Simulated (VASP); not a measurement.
Input of a VASP 6.6.1 run:

Contents of INCAR:

```
PREC = Accurate ; ENCUT = 520
EDIFF = 1E-7 ; ISMEAR = -1
SIGMA = 0.05 ; LREAL = F
LASPH = T ; NELM = 80
ALGO = Normal ; ISIF = 2
LWAVE = F ; LCHARG = T
GGA = PE ; LELF = T
LVHAR = T ; NBANDS = 16
```

KPOINTS

```
Automatic mesh
0
Gamma
  13 13 13
```

The input POSCAR:

```
TiN
1.0
    0.0000000000      2.0933208087      2.0933208087
    2.0933208087      0.0000000000      2.0933208087
    2.0933208087      2.0933208087      0.0000000000
Ti N
1 1
Direct
    0.0000000000      0.0000000000      0.0000000000
    0.5000000000      0.5000000000      0.5000000000
```

Potentials or basis: VASP PAW PBE potentials, release 64 (Ti_sv, N).

Run with:

```console
$ cat potpaw_PBE.64/Ti_sv/POTCAR potpaw_PBE.64/N/POTCAR > POTCAR
$ mpirun -np 1 vasp_std > vasp.out
```

Question: Predict the pressure.

Answer: 13.5 GPa.
